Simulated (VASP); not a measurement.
Runs of VASP 6.6.1 on Si. The structure is that of space group Fd-3m (No. 227), or close to it. The cells are those of the table. 

| task | cell | cutoff (eV) | gap on the mesh (eV) | pressure (GPa) |
| --- | --- | --- | --- | --- |
| single point | a = 3.794 Å, angles 60.0°, 2 atoms | 520 | 0.41 | 2.1 |
| single point | a = 3.845 Å, angles 60.0°, 2 atoms | 520 | 0.48 | (a) |
| single point | a = 3.820 Å, angles 60.0°, 2 atoms | 520 | 0.44 | 0.0 |
| relaxation of cell and atoms | relaxed from a = 3.820 Å, angles 60.0°, 2 atoms | 600 | 0.44 | 0.0 |
| relaxation of cell and atoms | relaxed to 3 GPa from a = 3.820 Å, angles 60.0°, 2 atoms | 600 | 0.39 | 3.0 |
| single point | a = 3.783 Å, angles 60.0°, 2 atoms | 520 | 0.39 | 3.0 |

Alike in all rows: level LDA; potentials or basis VASP PAW LDA potentials, release 64 (Si); no spin polarisation; k mesh 12 × 12 × 12; smearing gaussian 0.01 eV.

**Question.** Fill in the values left out.

**Answer.** (a) -1.8.

Caveats: the cell is relaxed towards a set pressure, so the enthalpy falls and the energy may rise (some runs).

A k mesh can miss the band edges.
